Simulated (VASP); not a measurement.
Set up this calculation in VASP 6.6.1, as the native input.

```
Task                    : density of states
Functional              : PBEsol
Potentials or basis     : VASP PAW PBE potentials, release 64 (Ag, Cl)
Cutoff                  : 520 eV
k mesh                  : 8 × 8 × 8
Occupations             : fermi-dirac, width 0.05 eV
Spin                    : no spin polarisation
Hubbard terms           : Ag d U = 8.0 eV
Dipole correction       : no
k mesh for the DOS      : 12 × 12 × 12
Occupations for the DOS : tetrahedron
Further INCAR settings  : ALGO = Normal; EDIFF = 1e-07; NBANDS = 16
```

Crystal: AgCl (Chlorargyrite).

```
Ag Cl
1.0
     0.00000    2.73500    2.73500
     2.73500    0.00000    2.73500
     2.73500    2.73500    0.00000
Ag Cl
1 1
Direct
  0.00000 0.00000 0.00000
  0.50000 0.50000 0.50000
```

The input as run:

POSCAR

```
AgCl
1.0
    0.0000000000      2.7350000000      2.7350000000
    2.7350000000      0.0000000000      2.7350000000
    2.7350000000      2.7350000000      0.0000000000
Ag Cl
1 1
Direct
    0.0000000000      0.0000000000      0.0000000000
    0.5000000000      0.5000000000      0.5000000000
```

INCAR.step1

```
SYSTEM = AgCl
PREC     = Accurate       ! precision mode
ENCUT    = 520            ! plane-wave cutoff, eV
EDIFF    = 1E-7           ! SCF threshold, eV
ISMEAR   = -1             ! smearing method
SIGMA    = 0.05           ! smearing width, eV
LREAL    = .FALSE.        ! projectors in reciprocal space
LASPH    = .TRUE.         ! aspherical terms in the spheres
NELM     = 150            ! most SCF steps
ALGO     = Normal         ! electronic algorithm
ISIF     = 2              ! what is computed and relaxed
LWAVE    = .FALSE.        ! write WAVECAR
LCHARG   = .TRUE.         ! write CHGCAR
LMAXMIX  = 4              ! l up to which the mixer works
LDAU     = .TRUE.         ! DFT+U
LDAUTYPE = 2            
LDAUL    = 2 -1           ! shell
LDAUU    = 8 0            ! U, eV
LDAUJ    = 0 0          
LDAUPRINT= 1            
GGA      = PS             ! functional
NBANDS   = 16             ! bands
```

KPOINTS.step1

```
regular mesh
0
G
  8 8 8
  0 0 0
```

INCAR.step2

```
SYSTEM = AgCl
PREC     = Accurate       ! precision mode
ENCUT    = 520            ! plane-wave cutoff, eV
EDIFF    = 1E-7           ! SCF threshold, eV
ISMEAR   = -5             ! smearing method
SIGMA    = 0.05           ! smearing width, eV
LREAL    = .FALSE.        ! projectors in reciprocal space
LASPH    = .TRUE.         ! aspherical terms in the spheres
NELM     = 150            ! most SCF steps
ALGO     = Normal         ! electronic algorithm
ISIF     = 2              ! what is computed and relaxed
LWAVE    = .FALSE.        ! write WAVECAR
LCHARG   = .FALSE.        ! write CHGCAR
LMAXMIX  = 4              ! l up to which the mixer works
LDAU     = .TRUE.         ! DFT+U
LDAUTYPE = 2            
LDAUL    = 2 -1           ! shell
LDAUU    = 8 0            ! U, eV
LDAUJ    = 0 0          
LDAUPRINT= 1            
GGA      = PS             ! functional
LORBIT   = 11             ! projections on sites
NBANDS   = 16             ! bands
NEDOS    = 1001           ! points of the DOS
ICHARG   = 11             ! starting density
```

KPOINTS.step2

```
regular mesh
0
G
  12 12 12
  0 0 0
```

Potentials or basis: VASP PAW PBE potentials, release 64 (Ag, Cl).

Run with:

```sh
$ cat potpaw_PBE.64/Ag/POTCAR potpaw_PBE.64/Cl/POTCAR > POTCAR
$ cp INCAR.step1 INCAR
$ cp KPOINTS.step1 KPOINTS
$ mpirun -np 1 vasp_std > vasp.out
$ cp INCAR.step2 INCAR
$ cp KPOINTS.step2 KPOINTS
$ mpirun -np 1 vasp_std > vasp.out
```

Results of the run:

The valence electrons inside the program's atomic spheres are Ag 10.03; Cl 5.05.

Wall time 28 s on 1 thread of Intel(R) Xeon(R) Platinum 8488C (Sapphire Rapids), on a shared host, peak memory 0.19 GiB.
